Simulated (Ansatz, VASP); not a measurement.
# CdS in VASP and in Ansatz

File INCAR:

```
SYSTEM = CdS
ALGO = Normal
EDIFF = 1E-6
ENCUT = 520
GGA = PE
ISIF = 2
ISMEAR = 1
LASPH = .True.
LCHARG = .True.
LELF = .True.
LREAL = .False.
LVHAR = .True.
LWAVE = .False.
NBANDS = 26
NELM = 60
PREC = Accurate
SIGMA = 0.01
```

File KPOINTS:

```
k-points
0
Gamma
  10 10 6
  0 0 0
```

File POSCAR:

```
CdS
1.0
    4.1970298733      0.0000000000      0.0000000000
   -2.0985149367      3.6347344907      0.0000000000
    0.0000000000      0.0000000000      6.8278775522
Cd S
2 2
Direct
    0.3333333333      0.6666666667      0.0041671622
    0.6666666667      0.3333333333      0.5041671622
    0.3333333333      0.6666666667      0.3808328378
    0.6666666667      0.3333333333      0.8808328378
```

Input for Ansatz:

```yaml
crystal:
  lattice:
    - [4.197029873288, 2.886754068491e-11, 0.0]
    - [-2.098514936669, 3.634734490696, 0.0]
    - [0.0, 0.0, 6.8278775522]
  atoms:
    - { symbol: Cd, position: [0.3333333333333, 0.6666666666667, 0.0041671622] }
    - { symbol: Cd, position: [0.6666666666667, 0.3333333333333, 0.5041671622] }
    - { symbol: S, position: [0.3333333333333, 0.6666666666667, 0.3808328378] }
    - { symbol: S, position: [0.6666666666667, 0.3333333333333, 0.8808328378] }
basis:
  ecutwfc: 420
  ecutrho_ratio: 9
kpoints:
  mp_grid: { grid: [10, 10, 6] }
hamiltonian:
  xc: pbe
scf:
  occupations: { method: cold, width: 0.01 }
output:
  forces: true
  stress: true
```

Alike in both runs: task single point; functional PBE; k mesh 10 × 10 × 6; no spin polarisation.

```csv
,VASP,Ansatz
version,VASP 6.6.1,Ansatz 0.2.0
potentials or method,"VASP PAW PBE potentials, release 64 (Cd, S), cutoff 520 eV","scalar-relativistic, plane waves, PAW"
occupations,"methfessel-paxton of order 1, width 0.01 eV","cold, width 0.01 eV"
valence electrons in the cell,36,52
```

|  | VASP | Ansatz | Ansatz less VASP |
| --- | --- | --- | --- |
| pressure (GPa) | 0.3 | 0.0 | -0.29 |

VASP's potentials hold 36 valence electrons a cell and Ansatz's 52, so a difference there can come from the potentials and not from the codes.
